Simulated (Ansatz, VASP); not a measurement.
# MgO in VASP and in Ansatz

Contents of INCAR:

```
ALGO = Normal ; EDIFF = 1E-6
ENCUT = 520 ; ISIF = 2
ISMEAR = 0 ; LASPH = T
LCHARG = F ; LREAL = F
LWAVE = F ; NBANDS = 36
NELM = 60 ; PREC = Accurate
SIGMA = 0.05
```

The input KPOINTS:

```
k-points
0
Gamma
  4 4 4
```

Contents of POSCAR:

```
MgO
1.0
    5.5230736673      0.0000000000      0.0000000000
    0.0000000000      5.5230736673      0.0000000000
    0.0000000000      0.0000000000      5.5230736673
Mg O
6 6
Direct
    0.2500000000     -0.0157702217      0.5000000000
    0.0000000000      0.5157702217      0.2500000000
    0.5000000000      0.7500000000      0.0000000000
    0.7500000000     -0.0157702217      0.5000000000
    0.0000000000      0.5157702217      0.7500000000
    0.5000000000      0.2500000000      0.0000000000
    0.2500000000      0.4976852185      0.0000000000
    0.5000000000      0.0023147815      0.2500000000
    0.0000000000      0.7500000000      0.5000000000
    0.7500000000      0.4976852185      0.0000000000
    0.5000000000      0.0023147815      0.7500000000
    0.0000000000      0.2500000000      0.5000000000
```

Input for Ansatz:

```yaml
crystal:
  lattice:
    - [5.5230736673, 0.0, 0.0]
    - [0.0, 5.5230736673, 0.0]
    - [0.0, 0.0, 5.5230736673]
  atoms:
    - { symbol: Mg, position: [0.25, -0.0157702217, 0.5] }
    - { symbol: Mg, position: [0.0, 0.5157702217, 0.25] }
    - { symbol: Mg, position: [0.5, 0.75, 0.0] }
    - { symbol: Mg, position: [0.75, -0.0157702217, 0.5] }
    - { symbol: Mg, position: [0.0, 0.5157702217, 0.75] }
    - { symbol: Mg, position: [0.5, 0.25, 0.0] }
    - { symbol: O, position: [0.25, 0.4976852185, 0.0] }
    - { symbol: O, position: [0.5, 0.0023147815, 0.25] }
    - { symbol: O, position: [0.0, 0.75, 0.5] }
    - { symbol: O, position: [0.75, 0.4976852185, 0.0] }
    - { symbol: O, position: [0.5, 0.0023147815, 0.75] }
    - { symbol: O, position: [0.0, 0.25, 0.5] }
basis:
  ecutwfc: 520.0
kpoints:
  mp_grid: { grid: [4, 4, 4] }
hamiltonian:
  xc: lda
  pseudopotentials: { kind: paw, azcp: { folder: soft_1 } }
scf:
  occupations: { method: gaussian, width: 0.05 }
output:
  forces: true
  stress: true
  eigenvalues: true
```

Change from the starting cell: mode 14 frozen in at -0.058 Å and mode 24 at -0.058 Å (largest displacements).

Alike in both runs: task single point; functional LDA; k mesh 4 × 4 × 4; occupations gaussian, width 0.05 eV; no spin polarisation.

```csv
,VASP,Ansatz
version,VASP 6.6.1,Ansatz 0.2.0
potentials or method,"VASP PAW LDA potentials, release 64 (Mg, O), cutoff 520 eV","scalar-relativistic, plane waves, PAW"
valence electrons in the cell,48,96
```

|  | VASP | Ansatz | Ansatz less VASP |
| --- | --- | --- | --- |
| gap on the k mesh at the Fermi level (eV) | 2.75 | 2.76 | +0.012 |
| least direct gap on the mesh (eV) | 2.76 | 2.77 | +0.012 |
| pressure (GPa) | -0.5 | 0.2 | +0.70 |
| traceless stress, the component that is largest in VASP (GPa) | -0.15 | -0.16 | -0.004 |
| rms of the force components (eV/Å) | 0.515 | 0.504 | -0.0109 |

Ansatz warns that its potentials were made for another functional, while VASP's fit it. LDA's correlation is that of Perdew and Zunger in VASP and of Perdew and Wang (1992) in Ansatz. Atom by atom the forces differ by 0.011 eV/Å (rms over components). VASP's potentials hold 48 valence electrons a cell and Ansatz's 96, so a difference there can come from the potentials and not from the codes.
